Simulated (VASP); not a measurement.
P:

```
P
1.0
     4.37620    0.00000    0.00000
    -2.18810    3.78990    0.00000
     0.00000    0.00000    2.71324
P
3
Direct
  0.00000 0.00000 0.00000
  0.33333 0.66667 0.50000
  0.66667 0.33333 0.50000
```

This isn't the form of P at room conditions, which is orthorhombic.

```yaml
Program: VASP 6.6.1
Task: relaxation of cell and atoms
Functional: PBE
Potentials_or_basis: VASP PAW PBE potentials, release 64 (P)
Cutoff: 600 eV
k_mesh: 9 × 9 × 12
Occupations: fermi-dirac, width 0.05 eV
Spin: no spin polarisation
```

At the start: pressure -3.7 GPa; volume 15.00 Å³/atom.

Task: How do energy, volume and symmetry change on relaxing?

Result: Over 13 steps the energy falls by 15.5 meV/atom and the volume is 14.32 Å³/atom (-4.5 %); space group P6/mmm (No. 191, to 0.1 Å) before and after.

The path:
| step | energy change (eV) | largest force (eV/Å) | pressure (GPa) | volume (Å³) |
| --- | --- | --- | --- | --- |
| 1 | 0.0000 | 0.0000 | -3.73 | 45.00 |
| 2 | -0.0402 | 0.0000 | 0.78 | 42.76 |
| 3 | -0.0402 | 0.0000 | 0.71 | 42.79 |
| 4 | -0.0435 | 0.0000 | 0.11 | 43.03 |
| 5 | -0.0444 | 0.0000 | -0.42 | 43.23 |
| 6 | -0.0433 | 0.0000 | -1.42 | 43.64 |
| 7 | -0.0446 | 0.0000 | -0.58 | 43.29 |
| 8 | -0.0447 | 0.0000 | -1.05 | 43.46 |
| 9 | -0.0452 | 0.0000 | -0.51 | 43.21 |
| 10 | -0.0456 | 0.0000 | -0.73 | 43.30 |
| 11 | -0.0465 | 0.0000 | -0.11 | 43.02 |
| 12 | -0.0465 | 0.0000 | -0.02 | 42.98 |
| 13 | -0.0465 | 0.0000 | -0.02 | 42.97 |

Final structure:
```yaml
crystal:
  lattice:
    - [4.39639, 0.00000, 0.00000]
    - [-2.19819, 3.80738, 0.00000]
    - [0.00000, 0.00000, 2.56716]
  atoms:
    - { symbol: P, position: [0.00000, 0.00000, 0.00000] }
    - { symbol: P, position: [0.33333, 0.66667, 0.50000] }
    - { symbol: P, position: [0.66667, 0.33333, 0.50000] }
```

Caveat: the highest band is partly filled, so the run has too few bands.
